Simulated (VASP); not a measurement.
Runs of VASP 6.6.1 on AlN (nc). The structure is that of space group Fm-3m (No. 225), or close to it. The cells are those of the table. 

```csv
cell,gap on the mesh (eV),pressure (GPa)
"a = 2.888 Å, angles 60.0°, 2 atoms",(c),-7.4
"a = 2.771 Å, angles 60.0°, 2 atoms",4.96,(b)
"a = 2.916 Å, angles 60.0°, 2 atoms",4.01,-13.7
"a = 2.831 Å, angles 60.0°, 2 atoms",4.84,8.5
"a = 2.860 Å, angles 60.0°, 2 atoms",4.55,0.0
"a = 2.801 Å, angles 60.0°, 2 atoms",5.02,18.5
"a = 2.943 Å, angles 60.0°, 2 atoms",3.76,(a)
```

Alike in all rows: task single point; level PBEsol; potentials or basis VASP PAW PBE potentials, release 64 (Al, N); no spin polarisation; k mesh 10 × 10 × 10; cutoff (eV) 600; smearing gaussian 0.02 eV.

Q: Estimate the missing entries.

A: (a) -19.2; (b) 30.0; (c) 4.27.

Caveats: the PAW data sets were made with another functional, which shifts forces and pressure a little.

A k mesh can miss the band edges.
